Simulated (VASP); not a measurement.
# Co in VASP: single point with PBE

Aim: the single point of Co with PBE.

All numbers are computed with VASP 6.6.1; they aren't measurements. Logs are shortened: lines on timing, memory, paths and dates and some standing lists are left out, and cuts for length are marked.

## 1. The cell of the first run

The cell holds a slab with vacuum, 6 atoms: a = 2.519 Å, b = 2.519 Å, c = 27.228 Å, α = 90.00°, β = 90.00°, γ = 120.00°.

## 2. Single point, PBE, collinear spin, ferromagnetic start

INCAR

```
SYSTEM = Co
PREC = Accurate
ENCUT = 520
EDIFF = 1E-6
ISMEAR = 0
SIGMA = 0.1
LREAL = .FALSE.
LASPH = .TRUE.
NELM = 150
ALGO = Normal
ISIF = 2
LWAVE = .FALSE.
LCHARG = .TRUE.
ISPIN = 2
MAGMOM = 3 3 3 3 3 3
LORBIT = 11
LMAXMIX = 4
LDIPOL = .TRUE.
IDIPOL = 3
DIPOL = 0.5 0.5 0.498
GGA = PE
LELF = .TRUE.
LVHAR = .TRUE.
LVACPOTAV = .TRUE.
NBANDS = 40
```

KPOINTS

```
regular mesh
0
G
  12 12 1
  0 0 0
```

POSCAR

```
Co
1.0
    2.5190008726     -0.0000000029      0.0000000000
   -1.2595004338      2.1815187492      0.0000000000
    0.0000000000      0.0000000000     27.2275001454
Co
6
Direct
    0.6666666667      0.3333333333      0.3121843707
    0.3333333333      0.6666666667      0.3873106266
    0.6666666667      0.3333333333      0.4624368721
    0.3333333333      0.6666666667      0.5349864933
    0.6666666667      0.3333333333      0.6098496289
    0.3333333333      0.6666666667      0.6809134303
```

Potentials or basis: VASP PAW PBE potentials, release 64 (Co).

The run is started by

```
$ cat potpaw_PBE.64/Co/POTCAR > POTCAR
$ mpirun -np 1 vasp_std > vasp.out
```

OUTCAR:

```text
SYSTEM = Co
   PREC = Accurate
   ENCUT = 520
   EDIFF = 1E-6
   ISMEAR = 0
   LREAL = .FALSE.
   LASPH = .TRUE.
   NELM = 150
   ISIF = 2
   ISPIN = 2
   LORBIT = 11
   GGA = PE

 ion  position               nearest neighbor table
   1  0.667  0.333  0.312-   2 2.51   2 2.51   2 2.51
   2  0.333  0.667  0.387-   3 2.51   3 2.51   3 2.51   1 2.51   1 2.51   1 2.51
   3  0.667  0.333  0.462-   4 2.45   4 2.45   4 2.45   2 2.51   2 2.51   2 2.51
   4  0.333  0.667  0.535-   3 2.45   3 2.45   3 2.45   5 2.50   5 2.50   5 2.50
   5  0.667  0.333  0.610-   6 2.42   6 2.42   6 2.42   4 2.50   4 2.50   4 2.50
   6  0.333  0.667  0.681-   5 2.42   5 2.42   5 2.42

  LATTYP: Found a hexagonal cell.
 ALAT       =     2.5190008726
 C/A-ratio  =    10.8088490328

  Lattice vectors:

 A1 = (   2.5190008726,  -0.0000000029,   0.0000000000)
 A2 = (  -1.2595004338,   2.1815187492,   0.0000000000)
 A3 = (   0.0000000000,   0.0000000000,  27.2275001454)

Analysis of symmetry for initial positions (statically):
=====================================================================
 Subroutine PRICEL returns:
 Original cell was already a primitive cell.

 Routine SETGRP: Setting up the symmetry group for a
 hexagonal supercell.

 Subroutine GETGRP returns: Found  6 space group operations
 (whereof  6 operations were pure point group operations)
 out of a pool of 24 trial point group operations.

The static configuration has the point symmetry C_3v.

Analysis of symmetry for dynamics (positions and initial velocities):
=====================================================================
 Subroutine PRICEL returns:
 Original cell was already a primitive cell.

 Routine SETGRP: Setting up the symmetry group for a
 hexagonal supercell.

 Subroutine GETGRP returns: Found  6 space group operations
 (whereof  6 operations were pure point group operations)
 out of a pool of 24 trial point group operations.

The dynamic configuration has the point symmetry C_3v.

Analysis of structural, dynamic, and magnetic symmetry:
=====================================================================
 Subroutine PRICEL returns:
 Original cell was already a primitive cell.

 Routine SETGRP: Setting up the symmetry group for a
 hexagonal supercell.

 Subroutine GETGRP returns: Found  6 space group operations
 (whereof  6 operations were pure point group operations)
 out of a pool of 24 trial point group operations.

The overall configuration has the point symmetry C_3v.

 Subroutine INISYM returns: Found  6 space group operations
 (whereof  6 operations are pure point group operations),
 and found     1 'primitive' translations

----------------------------------------------------------------------------------------

                                     Primitive cell

  volume of cell :     149.6219

  direct lattice vectors                    reciprocal lattice vectors
     2.519000873 -0.000000003  0.000000000     0.396982792  0.229198122  0.000000000
    -1.259500434  2.181518749  0.000000000     0.000000001  0.458396244  0.000000000
     0.000000000  0.000000000 27.227500145     0.000000000  0.000000000  0.036727573

  length of vectors
     2.519000873  2.519000873 27.227500145     0.458396244  0.458396244  0.036727573

  position of ions in fractional coordinates (direct lattice)
     0.666666667  0.333333333  0.312184371
     0.333333333  0.666666667  0.387310627
     0.666666667  0.333333333  0.462436872
     0.333333333  0.666666667  0.534986493
     0.666666667  0.333333333  0.609849629
     0.333333333  0.666666667  0.680913430

  ion indices of the primitive-cell ions
   primitive index   ion index
                 1           1
                 2           2
                 3           3
                 4           4
                 5           5
                 6           6

----------------------------------------------------------------------------------------

 KPOINTS: regular mesh

Automatic generation of k-mesh.
 Grid dimensions read from file:
 generate k-points for:   12   12    1

 Generating k-lattice:

  Cartesian coordinates                     Fractional coordinates (reciprocal lattice)
     0.033081899  0.019099843  0.000000000     0.083333333  0.000000000  0.000000000
     0.000000000  0.038199687  0.000000000    -0.000000000  0.083333333  0.000000000
     0.000000000  0.000000000  0.036727573     0.000000000  0.000000000  1.000000000

  Length of vectors
     0.038199687  0.038199687  0.036727573

  Shift w.r.t. Gamma in fractional coordinates (k-lattice)
     0.000000000  0.000000000  0.000000000

 Subroutine IBZKPT returns following result:
 ===========================================

 Found     19 irreducible k-points:

 Following reciprocal coordinates:
            Coordinates               Weight
  0.000000  0.000000  0.000000      1.000000
  0.083333  0.000000  0.000000      6.000000
  0.166667  0.000000  0.000000      6.000000
  0.250000  0.000000  0.000000      6.000000
  0.333333  0.000000  0.000000      6.000000
  0.416667  0.000000  0.000000      6.000000
[... 11 lines left out ...]
  0.333333  0.250000  0.000000     12.000000
  0.333333  0.333333  0.000000      2.000000
   k-points           NKPTS =     19   k-points in BZ     NKDIM =     19   number of bands    NBANDS=     40
   number of dos      NEDOS =    301   number of ions     NIONS =      6
   total plane-waves  NPLWV =  84000
   dimension x,y,z NGX =    20 NGY =   20 NGZ =  210
   dimension x,y,z NGXF=    40 NGYF=   40 NGZF=  420
   ions per type =               6
   NGX,Y,Z   is equivalent  to a cutoff of  13.20, 13.20, 12.82 a.u.
   NGXF,Y,Z  is equivalent  to a cutoff of  26.40, 26.40, 25.64 a.u.
 SYSTEM =  Co
   PREC   = accura    normal or accurate (medium, high low for compatibility)
   ISTART =      0    job   : 0-new  1-cont  2-samecut
   ICHARG =      2    charge: 1-file 2-atom 10-const
   ISPIN  =      2    spin polarized calculation?
   LNONCOLLINEAR =      F non collinear calculations
   LSORBIT =      F    spin-orbit coupling
   LASPH  =      T    aspherical Exc in radial PAW
   ENCUT  =  520.0 eV  38.22 Ry    6.18 a.u.   4.68  4.68 50.63*2*pi/ulx,y,z
   NELM   =    150;   NELMIN=  2; NELMDL= -5     # of ELM steps
   EDIFF  = 0.1E-05   stopping-criterion for ELM
   LREAL  =      F    real-space projection
   EDIFFG = 0.1E-04   stopping-criterion for IOM
   NSW    =      0    number of steps for IOM
   IBRION =     -1    ionic relax: 0-MD 1-quasi-New 2-CG
   NFREE  =      0    steps in history (QN), initial steepest desc. (CG)
   ISIF   =      2    stress and relaxation
   ISYM   =      2    0-nonsym 1-usesym 2-fastsym
   POTIM  = 0.5000    time-step for ionic-motion
   TEBEG  =    0.0;   TEEND  =   0.0 temperature during run
   PSTRESS=    0.0 pullay stress
   NELECT =      54.0000    total number of electrons
   NUPDOWN=      -1.0000    fix difference up-down
   EMIN   =  10.00;   EMAX   =-10.00  energy-range for DOS
   EFERMI =   0.00;   METHOD = LEGACY
   ISMEAR =     0;   SIGMA  =   0.10  broadening in eV -4-tet -1-fermi 0-gaus
   EFERMI_NEDOS =   21; number of points for ismear=-14 and -15
   IALGO  =     38    algorithm
   IMIX   =      4    mixing-type and parameters
     AMIX     =   0.40;   BMIX     =  1.00
     AMIX_MAG =   1.60;   BMIX_MAG =  1.00
  volume/ion in A,a.u.               =      24.94       168.28
  Fermi-wavevector in a.u.,A,eV,Ry     =   1.165577  2.202622 18.484472  1.358570
  Thomas-Fermi vector in A             =   2.302101
   LORBIT       =     11    0 simple, 1 ext, 2 COOP (PROOUT), +10 PAW based schemes
   GGA     = PE    functional components
   LHFCALC =     F    Hartree Fock is set to
   AEXX    =    0.0000 exact exchange contribution
   IVDW    =     0    specifies the selected vdW correction
   LEPSILON=     F    determine dielectric tensor
   LRPA    =     F    only Hartree local field effects (RPA)
 spin polarized calculation
 Gauss-broadening in eV      SIGMA  =   0.10
  energy-cutoff  :      520.00
  volume of cell :      149.62
 maximum number of plane-waves:      4097
 NGX is ok and might be reduce to    20
   NGX =  9   NGY =  9   NGZ =101

 dipolmoment           0.000000      0.000000      0.000021 electrons x Angstroem

 number of electron      53.9999994 magnetization      10.0589479

 dipolmoment           0.000000      0.000000     -0.002196 electrons x Angstroem

 Free energy of the ion-electron system (eV)
  ---------------------------------------------------
  ext. energy  EPLUGINS =         0.00000000
  ---------------------------------------------------
  free energy    TOTEN  =       -40.70976575 eV

  energy without entropy =      -40.68034926  energy(sigma->0) =      -40.69505750

 E-fermi :   1.8047     XC(G=0):  -6.5858

 val. band max:        1.8022145256   @ k =   0.1667   0.0833   0.0000
 cond. band min:       1.8071073573   @ k =   0.1667   0.0000   0.0000
 fundamental gap:      0.0048928317
 Fermi energy:         1.8047179641

 spin component 1

 k-point     1 :       0.0000    0.0000    0.0000
  band No.  band energies     occupation
      1      -6.7965      1.00000
      2      -6.1234      1.00000
      3      -5.1288      1.00000
      4      -4.0141      1.00000
      5      -3.4159      1.00000
      6      -3.2665      1.00000
[... 31 lines left out ...]
     38       6.4448      0.00000
     39       6.5431      0.00000

 k-point     2 :       0.0833    0.0000    0.0000
  band No.  band energies     occupation
      1      -6.5614      1.00000
      2      -5.8960      1.00000
      3      -4.9132      1.00000
      4      -3.8129      1.00000
      5      -3.2401      1.00000
      6      -3.1161      1.00000
[... 703 lines left out ...]
     38       9.1402      0.00000
     39       9.2823      0.00000

 k-point    19 :       0.3333    0.3333    0.0000
  band No.  band energies     occupation
      1      -2.4266      1.00000
      2      -2.2235      1.00000
      3      -2.1129      1.00000
      4      -2.0938      1.00000
      5      -2.0498      1.00000
      6      -1.9869      1.00000
[... 31 lines left out ...]
     38       7.6890      0.00000
     39       8.1239      0.00000
 Fermi energy:         1.8047179641

 spin component 2

 k-point     1 :       0.0000    0.0000    0.0000
  band No.  band energies     occupation
      1      -6.8004      1.00000
      2      -6.1155      1.00000
      3      -5.0890      1.00000
      4      -3.8032      1.00000
      5      -2.8044      1.00000
      6      -2.3696      1.00000
[... 31 lines left out ...]
     38       6.3874      0.00000
     39       6.5538      0.00000

 k-point     2 :       0.0833    0.0000    0.0000
  band No.  band energies     occupation
      1      -6.5643      1.00000
      2      -5.8860      1.00000
      3      -4.8695      1.00000
      4      -3.5952      1.00000
      5      -2.6069      1.00000
      6      -2.1973      1.00000
[... 703 lines left out ...]
     38       9.7271      0.00000
     39       9.9211      0.00000

 k-point    19 :       0.3333    0.3333    0.0000
  band No.  band energies     occupation
      1      -1.0973      1.00000
      2      -0.9942      1.00000
      3      -0.9571      1.00000
      4      -0.9384      1.00000
      5      -0.8159      1.00000
      6      -0.7783      1.00000
[... 31 lines left out ...]
     38       8.2974      0.00000
     39       8.8292      0.00000
 [bands above 39 left out]

------------------------ aborting loop because EDIFF is reached ----------------------------------------

  FORCE on cell =-STRESS in cart. coord.  units (eV):
  Direction    XX          YY          ZZ          XY          YZ          ZX
  --------------------------------------------------------------------------------------
  -------------------------------------------------------------------------------------
  Total       -3.4918115     -3.4918115     -1.7073602      0.0000000      0.0000000      0.0000000
  in kB      -37.3909356    -37.3909356    -18.2827155      0.0000000      0.0000000      0.0000000
  external PRESSURE =     -31.0215289 kB  Pullay stress =       0.0000000 kB

 VOLUME and BASIS-vectors are now :
 -----------------------------------------------------------------------------
  energy-cutoff  :      520.00
  volume of cell :      149.62
      direct lattice vectors                 reciprocal lattice vectors
     2.519000873 -0.000000003  0.000000000     0.396982792  0.229198122  0.000000000
    -1.259500434  2.181518749  0.000000000     0.000000001  0.458396244  0.000000000
     0.000000000  0.000000000 27.227500145     0.000000000  0.000000000  0.036727573

 POSITION                                       TOTAL-FORCE (eV/Angst)
 -----------------------------------------------------------------------------------
      1.25950      0.72717      8.50000         0.000000     -0.000000      0.619387
      0.00000      1.45435     10.54550        -0.000000      0.000000     -0.487919
      1.25950      0.72717     12.59100         0.000000      0.000000     -0.102213
      0.00000      1.45435     14.56634        -0.000000      0.000000     -0.000824
      1.25950      0.72717     16.60468        -0.000000      0.000000     -0.000006
      0.00000      1.45435     18.53957         0.000000     -0.000000     -0.028425
 -----------------------------------------------------------------------------------
    total drift:                               -0.000000      0.000000      0.000210

  FREE ENERGIE OF THE ION-ELECTRON SYSTEM (eV)
  ---------------------------------------------------
  free  energy   TOTEN  =       -40.7097657514 eV

  energy  without entropy=      -40.6803492567  energy(sigma->0) =      -40.69505750

 vacuum level on the upper side and lower side of the slab         6.654         6.727

 total charge

# of ion       s       p       d       tot
------------------------------------------
    1        0.466   0.376   7.216   8.058
    2        0.473   0.491   7.239   8.202
    3        0.481   0.507   7.252   8.240
    4        0.482   0.508   7.255   8.244
    5        0.485   0.516   7.259   8.260
    6        0.479   0.398   7.240   8.117
--------------------------------------------------
tot          2.865   2.795  43.460  49.120

 magnetization (x)

# of ion       s       p       d       tot
------------------------------------------
    1       -0.012  -0.042   1.822   1.768
    2       -0.013  -0.052   1.778   1.712
    3       -0.014  -0.054   1.722   1.655
    4       -0.015  -0.054   1.718   1.649
    5       -0.014  -0.054   1.754   1.686
    6       -0.013  -0.041   1.791   1.738
--------------------------------------------------
tot         -0.081  -0.296  10.585  10.208
```

Wall time 29 min (1 thread of Oxide Virtual Turin-like, shared host); peak memory 0.38 GiB.

What came out:

| Item | Value |
| --- | --- |
| Free energy | -40.7098 eV |
| Largest force | 0.619 eV/Å |
| Net moment | 10.06 μB per cell |
| Site moments | Co +1.77, +1.71, +1.66, +1.65, +1.69, +1.74 μB |
| Valence electrons inside the program's atomic spheres | Co 8.06, 8.20, 8.24, 8.26, 8.12 (each value once) |

Forces on the atoms (eV/Å):
```
Co   0.000  0.000  0.619
Co   0.000  0.000 -0.488
Co   0.000  0.000 -0.102
Co   0.000  0.000 -0.001
Co   0.000  0.000  0.000
Co   0.000  0.000 -0.028
```

Levels at points of the mesh, in eV from the Fermi level:
Spin up:
```csv
k point,band 28,band 29,band 30,band 31,band 32,band 33,band 34,band 35,band 36,band 37
"(0.00, 0.00, 0.00)",-1.36,-1.36,-1.10,-1.10,-0.97,-0.97,-0.90,-0.90,-0.36,0.24
"(0.50, 0.00, 0.00)",-0.65,-0.61,-0.58,0.95,1.04,1.31,2.11,2.72,3.05,6.47
```
Spin down:
```tsv
k point	band 18	band 19	band 20	band 21	band 22	band 23	band 24	band 25
(0.00, 0.00, 0.00)	-0.81	-0.81	-0.69	-0.69	-0.61	-0.61	-0.10	-0.05
(0.50, 0.00, 0.00)	-0.29	-0.11	0.33	0.43	0.81	0.93	1.14	1.15
```
